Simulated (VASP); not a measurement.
Write the native input for VASP 6.6.1 that does the following.

```yaml
Task: single point
Functional: r2SCAN
Potentials_or_basis: VASP PAW PBE potentials, release 64 (Al, N)
Cutoff: 520 eV
k_mesh: 9 × 9 × 4
Occupations: gaussian, width 0.01 eV
Spin: no spin polarisation
Dipole_correction: no
Further_INCAR_settings: ALGO = Normal; EDIFF = 1e-06; NBANDS = 16
```

Crystal: AlN.

```
Al N
1.0
     3.04327    0.00000    0.00000
    -1.52164    2.63555    0.00000
     0.00000    0.00000    4.87696
Al N
2 2
Direct
  0.33333 0.66667 0.99920
  0.66667 0.33333 0.49920
  0.33333 0.66667 0.38080
  0.66667 0.33333 0.88080
```

This cell differs from its parent crystal: volume changed by -6%.

These files were run (other wordings do the same):

POSCAR

```
AlN
1.0
    3.0432747797      0.0000000000      0.0000000000
   -1.5216373899      2.6355532700      0.0000000000
    0.0000000000      0.0000000000      4.8769561840
Al N
2 2
Direct
    0.3333333333      0.6666666667     -0.0007956041
    0.6666666667      0.3333333333      0.4992043959
    0.3333333333      0.6666666667      0.3807956041
    0.6666666667      0.3333333333      0.8807956041
```

INCAR.step1

```
PREC = Accurate
ENCUT = 520
ISMEAR = 0
SIGMA = 0.01
LREAL = False
LASPH = True
NELM = 60
NBANDS = 16
GGA = PE
ALGO = Normal
EDIFF = 1E-4
LWAVE = True
LCHARG = False
```

INCAR.step2

```
PREC = Accurate
ENCUT = 520
EDIFF = 1E-6
ISMEAR = 0
SIGMA = 0.01
LREAL = False
LASPH = True
NELM = 60
ALGO = Normal
ISIF = 2
LWAVE = False
LCHARG = False
METAGGA = R2SCAN
LMIXTAU = True
NBANDS = 16
ISTART = 1
```

KPOINTS

```
regular mesh
0
Gamma
  9 9 4
```

Potentials or basis: VASP PAW PBE potentials, release 64 (Al, N).

Run with:

```sh
$ cat potpaw_PBE.64/Al/POTCAR potpaw_PBE.64/N/POTCAR > POTCAR
$ cp INCAR.step1 INCAR
$ mpirun -np 1 vasp_std > vasp.out
$ cp INCAR.step2 INCAR
$ mpirun -np 1 vasp_std > vasp.out
```

Results of the run:

| Quantity | Value |
| --- | --- |
| Pressure | 14.4 GPa |
| Largest force | 0.031 eV/Å |
| Band gap on the k mesh | 5.51 eV, direct |

Caveat: the PAW data sets were made with another functional, which shifts forces and pressure a little.

It took 91 s on 1 thread of Intel(R) Xeon(R) Platinum 8259CL CPU @ 2.50GHz (Skylake/Cascade Lake), with other jobs on the host, peak memory 0.16 GiB.
